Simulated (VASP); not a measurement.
Set up this calculation in VASP 6.6.1, as the native input.

```
Task                   : single point
Functional             : r2SCAN
Potentials or basis    : VASP PAW PBE potentials, release 64 (Zn, Cu)
Cutoff                 : 520 eV
k mesh                 : 11 × 11 × 7
Occupations            : fermi-dirac, width 0.1 eV
Spin                   : no spin polarisation
Dipole correction      : no
Further INCAR settings : ALGO = Normal; EDIFF = 1e-06; NBANDS = 18
```

ZnCu:

```
Zn Cu
1.0
     1.48804   -2.12128    0.00000
     1.48804    2.12128    0.00000
     0.00000    0.00000    4.14075
Zn Cu
1 1
Cartesian
  1.4880 0.0000 2.0454
  0.0000 0.0000 0.0000
```

The input as run:

POSCAR

```
ZnCu
1.0
    1.4880400000     -2.1212800000      0.0000000000
    1.4880400000      2.1212800000      0.0000000000
    0.0000000000      0.0000000000      4.1407500000
Zn Cu
1 1
Direct
    0.5000000000      0.5000000000      0.4939624464
    0.0000000000      0.0000000000      0.0000000000
```

INCAR.step1

```
SYSTEM = ZnCu
ALGO = Normal
EDIFF = 1E-4
ENCUT = 520
GGA = PE
ISMEAR = -1
LASPH = .TRUE.
LCHARG = .FALSE.
LREAL = .FALSE.
LWAVE = .TRUE.
NBANDS = 18
NELM = 80
PREC = Accurate
SIGMA = 0.1
```

INCAR.step2

```
SYSTEM = ZnCu
ALGO = Normal
EDIFF = 1E-6
ENCUT = 520
ISIF = 2
ISMEAR = -1
ISTART = 1
LASPH = .TRUE.
LCHARG = .FALSE.
LMIXTAU = .TRUE.
LREAL = .FALSE.
LWAVE = .FALSE.
METAGGA = R2SCAN
NBANDS = 18
NELM = 80
PREC = Accurate
SIGMA = 0.1
```

KPOINTS

```
k-points
0
G
  11 11 7
  0 0 0
```

Potentials or basis: VASP PAW PBE potentials, release 64 (Zn, Cu).

Launch:

```console
$ cat potpaw_PBE.64/Zn/POTCAR potpaw_PBE.64/Cu/POTCAR > POTCAR
$ cp INCAR.step1 INCAR
$ mpirun -np 1 vasp_std > vasp.out
$ cp INCAR.step2 INCAR
$ mpirun -np 1 vasp_std > vasp.out
```

It gave:

| Quantity | Value |
| --- | --- |
| Pressure | -4.6 GPa |
| Largest force | 0.140 eV/Å |
| Band gap on the k mesh | zero (an odd number of electrons rules out a gap without spin polarisation) |

Caveat: the cell stands under tension; the PAW data sets were made with another functional, which shifts forces and pressure a little.

Run time: 3.9 min on 1 thread of Intel Xeon 8259CL (shared host), peak memory 0.2 GiB.
